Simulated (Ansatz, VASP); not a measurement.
## Two plane-wave programs on SnO2

POSCAR

```
SnO2
1.0
    4.7880040000      0.0000000000      0.0000000000
    0.0000000000      4.8665820000      0.0000000000
    0.0000000000      0.0000000000      3.2408980000
Sn O
2 4
Direct
    0.0000000000      0.0000000000      0.0000000000
    0.5000000000      0.5000000000      0.5000000000
    0.7081450000      0.6789580000      0.0000000000
    0.2081450000      0.8210420000      0.5000000000
    0.7918550000      0.1789580000      0.5000000000
    0.2918550000      0.3210420000      0.0000000000
```

The input INCAR.step1:

```
PREC = Accurate
ENCUT = 520
ISMEAR = 0
SIGMA = 0.01
LREAL = False
LASPH = True
NELM = 100
NBANDS = 35
GGA = PE
ALGO = Normal
EDIFF = 1E-4
LWAVE = True
LCHARG = False
```

File INCAR.step2:

```
PREC = Accurate
ENCUT = 520
EDIFF = 1E-7
ISMEAR = 0
SIGMA = 0.01
LREAL = False
LASPH = True
NELM = 100
ALGO = Normal
ISIF = 2
LWAVE = False
LCHARG = False
METAGGA = R2SCAN
LMIXTAU = True
NBANDS = 35
ISTART = 1
```

KPOINTS

```
regular mesh
0
Gamma
  6 6 8
```

The input input.yaml:

```yaml
crystal:
  lattice:
    - [4.788004, 0.0, 0.0]
    - [0.0, 4.866582, 0.0]
    - [0.0, 0.0, 3.240898]
  atoms:
    - { symbol: Sn, position: [0.0, 0.0, 0.0] }
    - { symbol: Sn, position: [0.5, 0.5, 0.5] }
    - { symbol: O, position: [0.708145, 0.678958, 0.0] }
    - { symbol: O, position: [0.208145, 0.821042, 0.5] }
    - { symbol: O, position: [0.791855, 0.178958, 0.5] }
    - { symbol: O, position: [0.291855, 0.321042, 0.0] }
kpoints:
  mp_grid: { grid: [6, 6, 8] }
  band_path:
    path:
      - [0.0, 0.0, 0.0]
      - [0.5, 0.0, 0.0]
      - [0.5, 0.5, 0.0]
      - [0.0, 0.5, 0.0]
      - [0.0, 0.0, 0.5]
      - [0.5, 0.0, 0.5]
      - [0.5, 0.5, 0.5]
      - [0.0, 0.5, 0.5]
      - [-0.078125, 0.0, 0.0]
    npoints: 1
hamiltonian:
  xc: r2scan
scf:
  occupations: { method: fixed }
  n_extra_bands: 5
output:
  forces: true
  stress: true
  eigenvalues: true
  write_density: true
  write_potential: true
  elf: true
  volumetric_format: npy
```

Alike in both runs: functional r2SCAN; k mesh 6 × 6 × 8; no spin polarisation.

|  | VASP | Ansatz |
| --- | --- | --- |
| version | VASP 6.6.1 | Ansatz 0.2.0 |
| potentials or method | VASP PAW PBE potentials, release 64 (Sn_d, O) | Ansatz PAW |
| plane-wave cutoff (eV) | 520 | 500 |
| occupations | gaussian, width 0.01 eV | fixed |
| valence electrons in the cell | 52 | 52 |
| task | single point | band structure |

```csv
,VASP,Ansatz,Ansatz less VASP
gap on the k mesh at the Fermi level (eV),1.42,1.40,-0.018
least direct gap on the mesh (eV),1.42,1.40,-0.018
pressure (GPa),-7.3,-8.2,-0.91
"traceless stress, the component that is largest in VASP (GPa)",-0.96,-1.28,-0.320
rms of the force components (eV/Å),0.056,0.063,+0.0072
```

VASP's potentials were made for PBE, not for r2SCAN. Atom by atom the forces differ by 0.014 eV/Å (rms over components).
